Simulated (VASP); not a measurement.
Runs of VASP 6.6.1 on NiSb. The structure is that of space group P6_3/mmc (No. 194), or close to it. The cells are those of the table. 

```tsv
task	cell	cutoff (eV)	gap on the mesh (eV)	pressure (GPa)
single point	a = 3.976, b = 3.976, c = 5.157 Å, angles 90.0, 90.0, 120.0°, 4 atoms	520	none	-0.2
relaxation of cell and atoms	relaxed from a = 3.928, b = 3.928, c = 5.120 Å, angles 90.0, 90.0, 120.0°, 4 atoms	600	none	0.0
relaxation of shape and atoms at fixed volume	relaxed from a = 3.936, b = 3.936, c = 5.105 Å, angles 90.0, 90.0, 120.0°, 4 atoms	600	none	3.6
single point	a = 3.936, b = 3.936, c = 5.105 Å, angles 90.0, 90.0, 120.0°, 4 atoms	520	none	(a)
relaxation of shape and atoms at fixed volume	relaxed from a = 4.054, b = 4.054, c = 5.258 Å, angles 90.0, 90.0, 120.0°, 4 atoms	600	none	-5.7
```

Alike in all rows: level PBE; potentials or basis VASP PAW PBE potentials, release 64 (Ni, Sb); no spin polarisation; k mesh 12 × 12 × 8; smearing gaussian 0.1 eV.

Task: Fill in the values left out.

Result: (a) 3.5.

Caveats: spin-orbit coupling is left out, which moves the levels of the heavy elements; the relaxation stopped at its first step, so nothing moved (some runs).

A k mesh can miss the band edges, and the runs leave out spin-orbit coupling on Sb.

A gap of «none» marks levels without a gap at the run's occupations.
